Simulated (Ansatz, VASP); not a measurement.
Two plane-wave programs on Ta3I

File INCAR:

```
ALGO = Normal
EDIFF = 1E-7
EDIFFG = -0.04
ENCUT = 600
GGA = PE
IBRION = 2
ISIF = 3
ISMEAR = 0
LASPH = True
LCHARG = False
LREAL = False
LWAVE = False
NELM = 80
NSW = 90
PREC = Accurate
SIGMA = 0.1
```

The input KPOINTS:

```
k-points
0
Gamma
  4 4 4
```

File POSCAR:

```
Ta3I
1.0
    4.4886895257      0.0000000000      0.0000000000
    0.0000000000      4.4886895257      0.0000000000
    0.0000000000      0.0000000000      4.4886895257
Ta I
3 1
Direct
    0.0000000000      0.5000000000      0.5000000000
    0.5000000000      0.0000000000      0.5000000000
    0.5000000000      0.5000000000      0.0000000000
    0.0000000000      0.0000000000      0.0000000000
```

Input for Ansatz:

```yaml
crystal:
  lattice:
    - [4.4886895257, 0.0, 0.0]
    - [0.0, 4.4886895257, 0.0]
    - [0.0, 0.0, 4.4886895257]
  atoms:
    - { symbol: Ta, position: [0.0, 0.5, 0.5] }
    - { symbol: Ta, position: [0.5, 0.0, 0.5] }
    - { symbol: Ta, position: [0.5, 0.5, 0.0] }
    - { symbol: I, position: [0.0, 0.0, 0.0] }
basis:
  ecutwfc: 420
kpoints:
  mp_grid: { grid: [4, 4, 4] }
hamiltonian:
  xc: pbe
scf:
  occupations: { method: gaussian, width: 0.1 }
  lower_state_search: "off"
output:
  forces: true
  stress: true
  eigenvalues: true
relax:
  adjacent_minimum: "off"
  f_tol: 0.04
  max_steps: 70
  cell: { stress_tol: 0.4 }
```

Alike in both runs: task relaxation of cell and atoms; functional PBE; k mesh 4 × 4 × 4; occupations gaussian, width 0.1 eV; no spin polarisation.

|  | VASP | Ansatz |
| --- | --- | --- |
| version | VASP 6.6.1 | Ansatz 0.2.0 |
| potentials or method | VASP PAW PBE potentials, release 64 (Ta_pv, I), cutoff 600 eV | scalar-relativistic, plane waves, PAW |
| valence electrons in the cell | 40 | 56 |

VASP gave:

| Property | Result |
| --- | --- |
| gap on the k mesh at the Fermi level, each at its own relaxed structure (eV) | none |
| relaxed volume (Å³/atom) | 19.45 |
| relaxed cell length with the largest relative difference (Å) | 4.269 |

Problem. Which values does Ansatz return?

Solution. gap on the k mesh at the Fermi level, each at its own relaxed structure (eV): none; relaxed volume (Å³/atom): 19.46; relaxed cell length with the largest relative difference (Å): 4.270.

A gap of «none» marks a metal or a gap that the smearing closes. VASP's potentials hold 40 valence electrons a cell and Ansatz's 56, so a difference there can come from the potentials and not from the codes.

Neither program's run includes spin-orbit coupling.
